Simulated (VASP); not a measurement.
Write the native input for VASP 6.6.1 that does the following.

```yaml
Task: single point
Functional: PBE
Potentials_or_basis: VASP PAW PBE potentials, release 64 (O, Ti_sv)
Cutoff: 520 eV
k_mesh: 7 × 7 × 1
Occupations: gaussian, width 0.05 eV
Spin: no spin polarisation
Dipole_correction: yes
Further_INCAR_settings: LREAL = Auto; ALGO = Normal; EDIFF = 1e-06; NBANDS = 73
```

The structure of TiO2 lies in POSCAR:

```
TiO2
1.0
    3.7992165382      0.0000000000      0.0000000000
    0.0000000000      3.7992165382      0.0000000000
    0.0000000000      0.0000000000     25.5407559876
O Ti
10 5
Direct
    0.5000000000      0.0000000000      0.2936483166
    0.0000000000      0.5000000000      0.3266834425
    0.5000000000      0.5000000000      0.3885653768
    0.0000000000      0.0000000000      0.4216005028
    0.0000000000      0.5000000000      0.4834824370
    0.5000000000      0.0000000000      0.5165175630
    0.0000000000      0.0000000000      0.5783994972
    0.5000000000      0.5000000000      0.6114346232
    0.5000000000      0.0000000000      0.6733165575
    0.0000000000      0.5000000000      0.7063516834
    0.5000000000      0.5000000000      0.3101658796
    0.0000000000      0.5000000000      0.4050829398
    0.0000000000      0.0000000000      0.5000000000
    0.5000000000      0.0000000000      0.5949170602
    0.5000000000      0.5000000000      0.6898341204
```

The input as run:

INCAR

```
SYSTEM = TiO2
PREC     = Accurate       ! precision mode
ENCUT    = 520            ! plane-wave cutoff, eV
EDIFF    = 1E-6           ! SCF threshold, eV
ISMEAR   = 0              ! smearing method
SIGMA    = 0.05           ! smearing width, eV
LREAL    = Auto         
LASPH    = .True.         ! aspherical terms in the spheres
NELM     = 80             ! most SCF steps
ALGO     = Normal         ! electronic algorithm
ISIF     = 2              ! what is computed and relaxed
LWAVE    = .False.        ! write WAVECAR
LCHARG   = .True.         ! write CHGCAR
LDIPOL   = .True.       
IDIPOL   = 3            
DIPOL    = 0.5 0.5 0.500
GGA      = PE             ! functional
LELF     = .True.         ! ELF
LVHAR    = .True.       
LVACPOTAV= .True.       
NBANDS   = 73             ! bands
```

KPOINTS

```
Automatic mesh
0
Gamma
  7 7 1
  0 0 0
```

Potentials or basis: VASP PAW PBE potentials, release 64 (O, Ti_sv).

Command:

```console
$ cat potpaw_PBE.64/O/POTCAR potpaw_PBE.64/Ti_sv/POTCAR > POTCAR
$ mpirun -np 1 vasp_std > vasp.out
```

Results of the run:

* Largest force: 1.362 eV/Å
* Band gap on the k mesh: 1.58 eV (least direct gap 2.03 eV)

It took 19 min on 1 thread of Intel Xeon 8259CL, on a shared host, peak memory 0.47 GiB.
